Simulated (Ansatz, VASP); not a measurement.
## ReS3 in VASP and in Ansatz

```
Re S
1.0
     2.83902    0.00000    0.00000
     0.00000    2.83902    0.00000
     0.00000    0.00000    9.50414
Re S
1 3
Direct
  0.00000 0.00000 0.00000
  0.00000 0.00000 0.50000
  0.50000 0.50000 0.15660
  0.50000 0.50000 0.84340
```

Change from the starting cell: species swapped into the Al3Cu type (P4/mmm, No. 123).

Alike in both runs: functional PBE; k mesh 16 × 16 × 6; occupations gaussian, width 0.1 eV; no spin polarisation.

Ansatz relaxed the structure, and its values are those at the end. VASP's run is a single point on that final structure, the one shown.

```csv
,VASP,Ansatz
version,VASP 6.6.1,Ansatz 0.2.0
potentials or method,"VASP PAW PBE potentials, release 64 (Re, S), cutoff 520 eV","scalar-relativistic, plane waves, PAW"
valence electrons in the cell,25,33
```

|  | VASP | Ansatz | Ansatz less VASP |
| --- | --- | --- | --- |
| gap on the k mesh at the Fermi level (eV) | none | none | - |
| pressure (GPa) | 0.2 | 0.0 | -0.22 |
| rms of the force components (eV/Å) | 0.022 | 0.001 | -0.0215 |

A gap of «none» marks a metal or a gap that the smearing closes. With one functional, cell and mesh, what is left measures potentials, basis and numerics. VASP's potentials hold 25 valence electrons a cell and Ansatz's 33, so a difference there can come from the potentials and not from the codes.

Neither program's run includes spin-orbit coupling.
